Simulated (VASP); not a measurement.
Here is a VASP 6.6.1 calculation.

The input POSCAR:

```
SiO2
1.0
    0.0000000000      3.6998570670      3.6998570670
    3.6998570670      0.0000000000      3.6998570670
    3.6998570670      3.6998570670      0.0000000000
Si O
2 4
Direct
    0.5000000000      0.5000000000      0.5000000000
    0.7500000000      0.7500000000      0.7500000000
    0.6250000000      0.6250000000      0.6250000000
    0.1250000000      0.6250000000      0.6250000000
    0.6250000000      0.6250000000      0.1250000000
    0.6250000000      0.1250000000      0.6250000000
```

Contents of INCAR.step1:

```
SYSTEM = SiO2
ALGO = Normal
EDIFF = 1E-4
ENCUT = 600
GGA = PE
ISMEAR = 0
LASPH = .TRUE.
LCHARG = .FALSE.
LREAL = .FALSE.
LWAVE = .TRUE.
NELM = 80
PREC = Accurate
SIGMA = 0.02
```

File INCAR.step2:

```
SYSTEM = SiO2
ALGO = Normal
EDIFF = 1E-6
EDIFFG = -0.005
ENCUT = 600
IBRION = 2
ISIF = 3
ISMEAR = 0
ISTART = 1
LASPH = .TRUE.
LCHARG = .FALSE.
LMIXTAU = .TRUE.
LREAL = .FALSE.
LWAVE = .FALSE.
METAGGA = R2SCAN
NELM = 80
NSW = 100
PREC = Accurate
SIGMA = 0.02
```

File KPOINTS:

```
k-points
0
G
  6 6 6
  0 0 0
```

Potentials or basis: VASP PAW PBE potentials, release 64 (Si, O).

The run is started by

```bash
$ cat potpaw_PBE.64/Si/POTCAR potpaw_PBE.64/O/POTCAR > POTCAR
$ cp INCAR.step1 INCAR
$ mpirun -np 1 vasp_std > vasp.out
$ cp INCAR.step2 INCAR
$ mpirun -np 1 vasp_std > vasp.out
```

**Question.** Predict the band gap on the k mesh.

**Answer.** 6.05 eV (least direct gap 6.05 eV).

Final structure:
```xyz
6
Lattice="0.0000 3.6999 3.6999 3.6999 0.0000 3.6999 3.6999 3.6999 0.0000" Properties=species:S:1:pos:R:3 pbc="T T T"
Si    3.6999    3.6999    3.6999
Si    5.5498    5.5498    5.5498
O     4.6248    4.6248    4.6248
O     4.6248    2.7749    2.7749
O     2.7749    2.7749    4.6248
O     2.7749    4.6248    2.7749
```

Caveat: the relaxation stopped at its first step, so nothing moved. A k mesh can miss the band edges.
